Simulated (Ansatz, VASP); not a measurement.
**Si in VASP and in Ansatz**

INCAR

```
SYSTEM = Si
  PREC = Accurate
  ENCUT = 520
  EDIFF = 1E-7
  ISMEAR = 0
  SIGMA = 0.01
  LREAL = .FALSE.
  LASPH = .TRUE.
  NELM = 80
  ALGO = Normal
  ISIF = 2
  LWAVE = .FALSE.
  LCHARG = .FALSE.
  GGA = CA
  NBANDS = 11
```

KPOINTS

```
Automatic mesh
0
G
  12 12 12
  0 0 0
```

The input POSCAR:

```
Si
1.0
    0.0000000000      2.6828457042      2.6828457042
    2.6828457042      0.0000000000      2.6828457042
    2.6828457042      2.6828457042      0.0000000000
Si
2
Direct
    0.5000000000      0.5000000000      0.5000000000
    0.7500000000      0.7500000000      0.7500000000
```

Input for Ansatz:

```yaml
crystal:
  lattice:
    - [0.0, 2.6828457042, 2.6828457042]
    - [2.6828457042, 0.0, 2.6828457042]
    - [2.6828457042, 2.6828457042, 0.0]
  atoms:
    - { symbol: Si, position: [0.5, 0.5, 0.5] }
    - { symbol: Si, position: [0.75, 0.75, 0.75] }
basis:
  ecutwfc: 420
kpoints:
  mp_grid: { grid: [12, 12, 12] }
hamiltonian:
  xc: lda
scf:
  occupations: { method: fixed }
output:
  forces: true
  stress: true
  eigenvalues: true
```

Alike in both runs: task single point; functional LDA; k mesh 12 × 12 × 12; no spin polarisation.

|  | VASP | Ansatz |
| --- | --- | --- |
| version | VASP 6.6.1 | Ansatz 0.2.0 |
| potentials or method | VASP PAW LDA potentials, release 64 (Si), cutoff 520 eV | scalar-relativistic, plane waves, PAW |
| occupations | gaussian, width 0.01 eV | fixed |
| valence electrons in the cell | 8 | 8 |

|  | VASP | Ansatz | Ansatz less VASP |
| --- | --- | --- | --- |
| gap on the k mesh at the Fermi level (eV) | 0.41 | 0.41 | +0.002 |
| least direct gap on the mesh (eV) | 2.54 | 2.54 | +0.002 |
| pressure (GPa) | 2.1 | 2.0 | -0.05 |

LDA's correlation is that of Perdew and Zunger in VASP and of Perdew and Wang (1992) in Ansatz.
